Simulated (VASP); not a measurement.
# SiO2 (Stishovite) (P4_2/mnm) in VASP: a series of runs, part 2 of 2

VASP 6.6.1. The steps go on from the part before.

**4. Single point, PBEsol**

This run uses another cell than the first one, of the same volume but with other edges.

Contents of INCAR:

```
SYSTEM = SiO2
PREC = Accurate
ENCUT = 520
EDIFF = 1E-7
ISMEAR = -1
SIGMA = 0.05
LREAL = .False.
LASPH = .True.
NELM = 100
ALGO = Normal
ISIF = 2
LWAVE = .False.
LCHARG = .False.
GGA = PS
NBANDS = 25
```

Contents of KPOINTS:

```
regular mesh
0
Gamma
  6 6 8
  0 0 0
```

Contents of POSCAR:

```
SiO2
1.0
    4.2190730000      0.0000000000      0.0000000000
    0.0000000000      4.2190730000      0.0000000000
    0.0000000000      0.0000000000      2.6126850309
Si O
2 4
Direct
    0.0000000000      0.0000000000      0.0000000000
    0.5000000000      0.5000000000      0.5000000000
    0.3059000000      0.3059000000      0.0000000000
    0.1941000000      0.8059000000      0.5000000000
    0.6941000000      0.6941000000      0.0000000000
    0.8059000000      0.1941000000      0.5000000000
```

On the command line:

```console
cat potpaw_PBE.64/Si/POTCAR potpaw_PBE.64/O/POTCAR > POTCAR
mpirun -np 1 vasp_std > vasp.out
```

Run time: 33 s. Hardware: 1 thread of Intel Xeon 6975P-C, shared host; peak memory 0.18 GiB.

The run converged. Its results:

```
Free energy            : -48.9170 eV
Pressure               : 6.7 GPa
Largest force          : 0.063 eV/Å
Band gap on the k mesh : 5.69 eV, direct
```

Forces on the atoms (eV/Å):
```
Si   0.000  0.000  0.000
Si   0.000  0.000  0.000
O    0.045  0.045  0.000
O   -0.045  0.045  0.000
O   -0.045 -0.045  0.000
O    0.045 -0.045  0.000
```

Stress tensor (GPa, compression positive):
```
 0.93  0.00  0.00
 0.00  0.93  0.00
 0.00  0.00 18.14
```

Levels at points of the mesh, in eV from the valence-band top:
```csv
k point,band 14,band 15,band 16,band 17,band 18,band 19
"(0.00, 0.00, 0.00)",-0.92,-0.92,0.00,5.69,7.03,8.78
"(0.50, 0.00, 0.00)",-2.56,-1.12,-1.12,7.94,7.94,9.33
"(0.50, 0.50, 0.00)",-2.63,-2.41,-2.41,7.64,7.64,10.28
"(0.00, 0.00, 0.50)",-3.04,-2.73,-2.73,8.99,8.99,12.40
"(0.50, 0.00, 0.50)",-2.36,-1.79,-1.79,8.64,8.64,9.49
"(0.50, 0.50, 0.50)",-1.85,-1.58,-1.58,7.01,7.01,10.75
```

Caveat: the PAW data sets were made with another functional, which shifts forces and pressure a little.

**5. Single point, PBEsol**

This run uses another cell than the first one, of the same volume but with other edges.

Contents of INCAR:

```
ALGO = Normal
EDIFF = 1E-6
ENCUT = 520
GGA = PS
ISIF = 2
ISMEAR = -1
LASPH = T
LCHARG = F
LREAL = F
LWAVE = F
NBANDS = 25
NELM = 100
PREC = Accurate
SIGMA = 0.05
```

Contents of KPOINTS:

```
k-points
0
Gamma
  6 6 8
```

POSCAR: that of step 4 with these lines changed.

```diff
@@ -2,5 +2,5 @@
 1.0
-    4.2190730000      0.0000000000      0.0000000000
-    0.0000000000      4.2190730000      0.0000000000
-    0.0000000000      0.0000000000      2.6126850309
+    4.2608460000      0.0000000000      0.0000000000
+    0.0000000000      4.2608460000      0.0000000000
+    0.0000000000      0.0000000000      2.5617070358
 Si O
```

On the command line:

```console
cat potpaw_PBE.64/Si/POTCAR potpaw_PBE.64/O/POTCAR > POTCAR
mpirun -np 1 vasp_std > vasp.out
```

It took 32 s on 1 thread of Intel Xeon 6975P-C, shared host; peak memory 0.18 GiB.

It converged, with:

- Free energy: -48.7741 eV
- Pressure: 8.7 GPa
- Largest force: 0.225 eV/Å
- Band gap on the k mesh: 5.75 eV, direct

Forces in eV/Å, atoms in the order of the input:
```
Si   0.000  0.000  0.000
Si   0.000  0.000  0.000
O    0.159  0.159  0.000
O   -0.159  0.159  0.000
O   -0.159 -0.159  0.000
O    0.159 -0.159  0.000
```

Stress tensor (GPa, compression positive):
```
-2.28  0.00  0.00
 0.00 -2.28  0.00
 0.00  0.00 30.69
```

Levels at points of the mesh, in eV from the valence-band top:
```tsv
k point	band 13	band 14	band 15	band 16	band 17	band 18	band 19	band 20
(0.00, 0.00, 0.00)	-2.18	-0.94	-0.94	0.00	5.75	7.56	9.19	9.19
(0.50, 0.00, 0.00)	-2.37	-2.37	-1.14	-1.14	8.16	8.16	9.74	9.74
(0.50, 0.50, 0.00)	-2.55	-2.55	-2.48	-2.48	7.91	7.91	10.62	10.62
(0.00, 0.00, 0.50)	-2.91	-2.91	-2.70	-2.70	8.94	8.94	12.17	12.17
(0.50, 0.00, 0.50)	-2.38	-2.38	-1.76	-1.76	8.59	8.59	9.27	9.27
(0.50, 0.50, 0.50)	-1.88	-1.88	-1.55	-1.55	6.93	6.93	10.68	10.68
```

Caveat: the PAW data sets were made with another functional, which shifts forces and pressure a little. A k mesh can miss the band edges.

**6. Single point, PBEsol**

This run uses another cell than the first one, of the same volume but with other edges.

Contents of INCAR:

```
SYSTEM = SiO2
ALGO = Normal
EDIFF = 1E-6
ENCUT = 520
GGA = PS
ISIF = 2
ISMEAR = -1
LASPH = .TRUE.
LCHARG = .FALSE.
LREAL = .FALSE.
LWAVE = .FALSE.
NBANDS = 25
NELM = 80
PREC = Accurate
SIGMA = 0.05
```

Contents of KPOINTS:

```
k-points
0
G
  6 6 8
  0 0 0
```

POSCAR: that of step 5 with these lines changed.

```diff
@@ -2,5 +2,5 @@
 1.0
-    4.2608460000      0.0000000000      0.0000000000
-    0.0000000000      4.2608460000      0.0000000000
-    0.0000000000      0.0000000000      2.5617070358
+    4.3026190000      0.0000000000      0.0000000000
+    0.0000000000      4.3026190000      0.0000000000
+    0.0000000000      0.0000000000      2.5122066170
 Si O
```

Potentials or basis: VASP PAW PBE potentials, release 64 (Si, O).

On the command line:

```console
cat potpaw_PBE.64/Si/POTCAR potpaw_PBE.64/O/POTCAR > POTCAR
mpirun -np 1 vasp_std > vasp.out
```

OUTCAR:

```text
SYSTEM = SiO2
   EDIFF = 1E-6
   ENCUT = 520
   GGA = PS
   ISIF = 2
   ISMEAR = -1
   LASPH = .TRUE.
   LREAL = .FALSE.
   NELM = 80
   PREC = Accurate

 ion  position               nearest neighbor table
   1  0.000  0.000  0.000-   4 1.72   6 1.72   4 1.72   6 1.72   5 1.86   3 1.86
   2  0.500  0.500  0.500-   3 1.72   5 1.72   3 1.72   5 1.72   4 1.86   6 1.86
   3  0.306  0.306  0.000-   2 1.72   2 1.72   1 1.86
   4  0.194  0.806  0.500-   1 1.72   1 1.72   2 1.86
   5  0.694  0.694  0.000-   2 1.72   2 1.72   1 1.86
   6  0.806  0.194  0.500-   1 1.72   1 1.72   2 1.86

  LATTYP: Found a simple tetragonal cell.
 ALAT       =     4.3026190000
 C/A-ratio  =     0.5838784743

  Lattice vectors:

 A1 = (   4.3026190000,   0.0000000000,   0.0000000000)
 A2 = (   0.0000000000,   4.3026190000,   0.0000000000)
 A3 = (   0.0000000000,   0.0000000000,   2.5122066170)

Analysis of symmetry for initial positions (statically):
=====================================================================
 Subroutine PRICEL returns:
 Original cell was already a primitive cell.

 Routine SETGRP: Setting up the symmetry group for a
 simple tetragonal supercell.

 Subroutine GETGRP returns: Found 16 space group operations
 (whereof  8 operations were pure point group operations)
 out of a pool of 16 trial point group operations.

The static configuration has the point symmetry D_2h.
 The point group associated with its full space group is D_4h.

Analysis of symmetry for dynamics (positions and initial velocities):
=====================================================================
 Subroutine PRICEL returns:
 Original cell was already a primitive cell.

 Routine SETGRP: Setting up the symmetry group for a
 simple tetragonal supercell.

 Subroutine GETGRP returns: Found 16 space group operations
 (whereof  8 operations were pure point group operations)
 out of a pool of 16 trial point group operations.

The dynamic configuration has the point symmetry D_2h.
 The point group associated with its full space group is D_4h.

 Subroutine INISYM returns: Found 16 space group operations
 (whereof  8 operations are pure point group operations),
 and found     1 'primitive' translations

----------------------------------------------------------------------------------------

                                     Primitive cell

  volume of cell :      46.5073

  direct lattice vectors                    reciprocal lattice vectors
     4.302619000  0.000000000  0.000000000     0.232416582  0.000000000  0.000000000
     0.000000000  4.302619000  0.000000000     0.000000000  0.232416582  0.000000000
     0.000000000  0.000000000  2.512206617     0.000000000  0.000000000  0.398056431

  length of vectors
     4.302619000  4.302619000  2.512206617     0.232416582  0.232416582  0.398056431

  position of ions in fractional coordinates (direct lattice)
     0.000000000  0.000000000  0.000000000
     0.500000000  0.500000000  0.500000000
     0.305900000  0.305900000  0.000000000
     0.194100000  0.805900000  0.500000000
     0.694100000  0.694100000  0.000000000
[... 33 lines left out ...]
 ===========================================

 Found     50 irreducible k-points:

 Following reciprocal coordinates:
            Coordinates               Weight
  0.000000  0.000000  0.000000      1.000000
  0.166667  0.000000  0.000000      4.000000
  0.333333  0.000000  0.000000      4.000000
  0.500000  0.000000  0.000000      2.000000
  0.166667  0.166667  0.000000      4.000000
  0.333333  0.166667  0.000000      8.000000
[... 16 lines left out ...]
  0.333333  0.000000  0.250000      8.000000
  0.500000  0.000000  0.250000      4.000000
 [... further k-points ...]
   k-points           NKPTS =     50   k-points in BZ     NKDIM =     50   number of bands    NBANDS=     25
   number of dos      NEDOS =    301   number of ions     NIONS =      6
   total plane-waves  NPLWV =  20480
   dimension x,y,z NGX =    32 NGY =   32 NGZ =   20
   dimension x,y,z NGXF=    64 NGYF=   64 NGZF=   40
   ions per type =               2   4
   NGX,Y,Z   is equivalent  to a cutoff of  12.36, 12.36, 13.24 a.u.
   NGXF,Y,Z  is equivalent  to a cutoff of  24.73, 24.73, 26.47 a.u.
 SYSTEM =  SiO2
   PREC   = accura    normal or accurate (medium, high low for compatibility)
   ISTART =      0    job   : 0-new  1-cont  2-samecut
   ICHARG =      2    charge: 1-file 2-atom 10-const
   ISPIN  =      1    spin polarized calculation?
   LNONCOLLINEAR =      F non collinear calculations
   LSORBIT =      F    spin-orbit coupling
   LASPH  =      T    aspherical Exc in radial PAW
   ENCUT  =  520.0 eV  38.22 Ry    6.18 a.u.   8.00  8.00  4.67*2*pi/ulx,y,z
   NELM   =     80;   NELMIN=  2; NELMDL= -5     # of ELM steps
   EDIFF  = 0.1E-05   stopping-criterion for ELM
   LREAL  =      F    real-space projection
   EDIFFG = 0.1E-04   stopping-criterion for IOM
   NSW    =      0    number of steps for IOM
   IBRION =     -1    ionic relax: 0-MD 1-quasi-New 2-CG
   NFREE  =      0    steps in history (QN), initial steepest desc. (CG)
   ISIF   =      2    stress and relaxation
   ISYM   =      2    0-nonsym 1-usesym 2-fastsym
   POTIM  = 0.5000    time-step for ionic-motion
   TEBEG  =    0.0;   TEEND  =   0.0 temperature during run
   PSTRESS=    0.0 pullay stress
   NELECT =      32.0000    total number of electrons
   NUPDOWN=      -1.0000    fix difference up-down
   EMIN   =  10.00;   EMAX   =-10.00  energy-range for DOS
   EFERMI =   0.00;   METHOD = LEGACY
   ISMEAR =    -1;   SIGMA  =   0.05  broadening in eV -4-tet -1-fermi 0-gaus
   EFERMI_NEDOS =   21; number of points for ismear=-14 and -15
   IALGO  =     38    algorithm
   IMIX   =      4    mixing-type and parameters
     AMIX     =   0.40;   BMIX     =  1.00
     AMIX_MAG =   1.60;   BMIX_MAG =  1.00
  volume/ion in A,a.u.               =       7.75        52.31
  Fermi-wavevector in a.u.,A,eV,Ry     =   1.445277  2.731178 28.420200  2.088826
  Thomas-Fermi vector in A             =   2.563477
   LORBIT       =      0    0 simple, 1 ext, 2 COOP (PROOUT), +10 PAW based schemes
   GGA     = PS    functional components
   LHFCALC =     F    Hartree Fock is set to
   AEXX    =    0.0000 exact exchange contribution
   IVDW    =     0    specifies the selected vdW correction
   LEPSILON=     F    determine dielectric tensor
   LRPA    =     F    only Hartree local field effects (RPA)
 non-spin polarized calculation
  energy-cutoff  :      520.00
  volume of cell :       46.51
 maximum number of plane-waves:      1280
   NGX = 17   NGY = 17   NGZ =  9

 number of electron      32.0000042 magnetization

 Free energy of the ion-electron system (eV)
  ---------------------------------------------------
  ext. energy  EPLUGINS =         0.00000000
  ---------------------------------------------------
  free energy    TOTEN  =       -48.54045223 eV

  energy without entropy =      -48.54045223  energy(sigma->0) =      -48.54045223

 E-fermi :   8.9754     XC(G=0): -12.4984

 val. band max:        7.9740598439   @ k =   0.0000   0.0000   0.0000
 cond. band min:      13.7446368991   @ k =   0.0000   0.0000   0.0000
 fundamental gap:      5.7705770553
 Fermi energy:         8.9754317016

 k-point     1 :       0.0000    0.0000    0.0000
  band No.  band energies     occupation
      1     -14.5986      2.00000
      2     -11.1065      2.00000
      3     -11.1065      2.00000
      4     -11.0434      2.00000
      5      -2.9100      2.00000
      6       1.1220      2.00000
[... 661 lines left out ...]
     24      21.7660      0.00000
     25      22.1525      0.00000

 [... further k-points ...]

------------------------ aborting loop because EDIFF is reached ----------------------------------------

  FORCE on cell =-STRESS in cart. coord.  units (eV):
  Direction    XX          YY          ZZ          XY          YZ          ZX
  --------------------------------------------------------------------------------------
  -------------------------------------------------------------------------------------
  Total       -1.5756581     -1.5756581     12.8499901     -0.0000000      0.0000000      0.0000000
  in kB      -54.2814501    -54.2814501    442.6823844     -0.0000000      0.0000000      0.0000000
  external PRESSURE =     111.3731614 kB  Pullay stress =       0.0000000 kB

 VOLUME and BASIS-vectors are now :
 -----------------------------------------------------------------------------
  energy-cutoff  :      520.00
  volume of cell :       46.51
      direct lattice vectors                 reciprocal lattice vectors
     4.302619000  0.000000000  0.000000000     0.232416582  0.000000000  0.000000000
     0.000000000  4.302619000  0.000000000     0.000000000  0.232416582  0.000000000
     0.000000000  0.000000000  2.512206617     0.000000000  0.000000000  0.398056431

 POSITION                                       TOTAL-FORCE (eV/Angst)
 -----------------------------------------------------------------------------------
      0.00000      0.00000      0.00000         0.000000      0.000000      0.000000
      2.15131      2.15131      1.25610         0.000000      0.000000      0.000000
      1.31617      1.31617      0.00000         0.277900      0.277900      0.000000
      0.83514      3.46748      1.25610        -0.277900      0.277900      0.000000
      2.98645      2.98645      0.00000        -0.277900     -0.277900      0.000000
      3.46748      0.83514      1.25610         0.277900     -0.277900      0.000000
 -----------------------------------------------------------------------------------
    total drift:                                0.000000     -0.000000     -0.000000

  FREE ENERGIE OF THE ION-ELECTRON SYSTEM (eV)
  ---------------------------------------------------
  free  energy   TOTEN  =       -48.5404522323 eV

  energy  without entropy=      -48.5404522323  energy(sigma->0) =      -48.54045223
```

stdout:

```text
POSCAR found type information on POSCAR SiO
 POSCAR found :  2 types and       6 ions
 scaLAPACK will be used
 -----------------------------------------------------------------------------
|                                                                             |
|                                                                             |
|     You enforced a specific xc type in the INCAR file but a different       |
|     I HOPE YOU KNOW WHAT YOU ARE DOING!                                     |
|                                                                             |
 -----------------------------------------------------------------------------

 LDA part: xc-table for (Slater+PW92), standard interpolation
 POSCAR, INCAR and KPOINTS ok, starting setup
 FFT: planning ... GRIDC
 FFT: planning ... GRID_SOFT
 FFT: planning ... GRID
 WAVECAR not read
 entering main loop
```

Wall time 30 s (1 thread of Intel Xeon 6975P-C, shared host); peak memory 0.17 GiB.

What came out:

```
Free energy            : -48.5405 eV
Pressure               : 11.1 GPa
Largest force          : 0.393 eV/Å
Band gap on the k mesh : 5.77 eV, direct
```

Forces on the atoms (eV/Å):
```
Si   0.000  0.000  0.000
Si   0.000  0.000  0.000
O    0.278  0.278  0.000
O   -0.278  0.278  0.000
O   -0.278 -0.278  0.000
O    0.278 -0.278  0.000
```

Levels at points of the mesh, in eV from the valence-band top:
```tsv
k point	band 12	band 13	band 14	band 15	band 16	band 17	band 18	band 19	band 20	band 21
(0.00, 0.00, 0.00)	-2.52	-1.94	-0.95	-0.95	0.00	5.77	8.13	9.55	9.55	10.82
(0.50, 0.00, 0.00)	-3.52	-2.15	-2.15	-1.16	-1.16	8.27	8.27	10.10	10.10	10.58
(0.50, 0.50, 0.00)	-2.60	-2.53	-2.53	-2.47	-2.47	8.16	8.16	10.89	10.89	12.14
(0.00, 0.00, 0.50)	-4.71	-2.77	-2.77	-2.65	-2.65	8.92	8.92	11.97	11.97	12.30
(0.50, 0.00, 0.50)	-3.98	-2.38	-2.38	-1.70	-1.70	8.56	8.56	9.06	9.06	12.06
(0.50, 0.50, 0.50)	-4.62	-1.89	-1.89	-1.50	-1.50	6.86	6.86	10.63	10.63	11.19
```

Caveat: the PAW data sets were made with another functional, which shifts forces and pressure a little. A k mesh can miss the band edges.

**7. Overview**

| cell | gap on the mesh (eV) | pressure (GPa) | largest force (eV/Å) |
| --- | --- | --- | --- |
| a = 4.136, b = 4.136, c = 2.719 Å, 6 atoms | 5.47 | 3.7 | 0.23 |
| a = 4.177, b = 4.177, c = 2.665 Å, 6 atoms | 5.59 | 5.0 | 0.09 |
| a = 4.219, b = 4.219, c = 2.613 Å, 6 atoms | 5.69 | 6.7 | 0.06 |
| a = 4.261, b = 4.261, c = 2.562 Å, 6 atoms | 5.75 | 8.7 | 0.22 |
| a = 4.303, b = 4.303, c = 2.512 Å, 6 atoms | 5.77 | 11.1 | 0.39 |

Alike in all rows: task single point; level PBEsol; potentials or basis VASP PAW PBE potentials, release 64 (Si, O); no spin polarisation; k mesh 6 × 6 × 8; cutoff (eV) 520; smearing fermi-dirac 0.05 eV.

Caveats: the PAW data sets were made with another functional, which shifts forces and pressure a little.

Absolute energies hang on the potentials; compare differences alone.
